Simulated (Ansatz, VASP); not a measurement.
CuAu in VASP and in Ansatz

File INCAR:

```
SYSTEM = CuAu
ALGO = Normal
EDIFF = 1E-8
ENCUT = 520
GGA = PE
ISIF = 2
ISMEAR = -1
LASPH = .True.
LCHARG = .False.
LEFG = .True.
LREAL = .False.
LWAVE = .False.
NBANDS = 18
NELM = 100
PREC = Accurate
SIGMA = 0.08
```

File KPOINTS:

```
k-points
0
Gamma
  12 12 9
  0 0 0
```

POSCAR

```
CuAu
1.0
    2.8277245753      0.0000000000      0.0000000000
    0.0000000000      2.8277245753      0.0000000000
    0.0000000000      0.0000000000      3.7063389970
Cu Au
1 1
Direct
    0.5000000000      0.5000000000      0.5000000000
    0.0000000000      0.0000000000      0.0000000000
```

Input for Ansatz:

```yaml
crystal:
  lattice:
    - [2.8277245753, 0.0, 0.0]
    - [0.0, 2.8277245753, 0.0]
    - [0.0, 0.0, 3.706338997]
  atoms:
    - { symbol: Cu, position: [0.5, 0.5, 0.5] }
    - { symbol: Au, position: [0.0, 0.0, 0.0] }
kpoints:
  mp_grid: { grid: [12, 12, 9] }
scf:
  occupations: { method: fermi_dirac, width: 0.08 }
hamiltonian:
  xc: pbe
  pseudopotentials: { kind: paw }
output:
  forces: true
  stress: true
  eigenvalues: true
  efg: { contact_densities: true }
```

Change from the starting cell: volume scaled by 1.03, PAW files.

Alike in both runs: task electric field gradients; functional PBE; k mesh 12 × 12 × 9; occupations fermi-dirac, width 0.08 eV; no spin polarisation.

```csv
,VASP,Ansatz
version,VASP 6.6.1,Ansatz 0.2.0
potentials or method,"VASP PAW PBE potentials, release 64 (Cu, Au)","PAW with Ansatz's default frozen-core files, scalar-relativistic"
plane-wave cutoff (eV),520,420
valence electrons in the cell,22,38
```

Ansatz gave:

- pressure (GPa): 1.9
- traceless stress, the component that is largest in VASP (GPa): -0.95
- size of Vzz on the site where it differs most (V/Å²): 64.2

Q: What did VASP give for the same quantities?

A: Pressure (GPa): 1.9; traceless stress, the component that is largest in VASP (GPa): -0.93; size of Vzz on the site where it differs most (V/Å²): 84.2.

With one functional, cell and mesh, what is left measures potentials, basis and numerics. VASP's potentials hold 22 valence electrons a cell and Ansatz's 38, so a difference there can come from the potentials and not from the codes.

Spin-orbit coupling is off throughout.
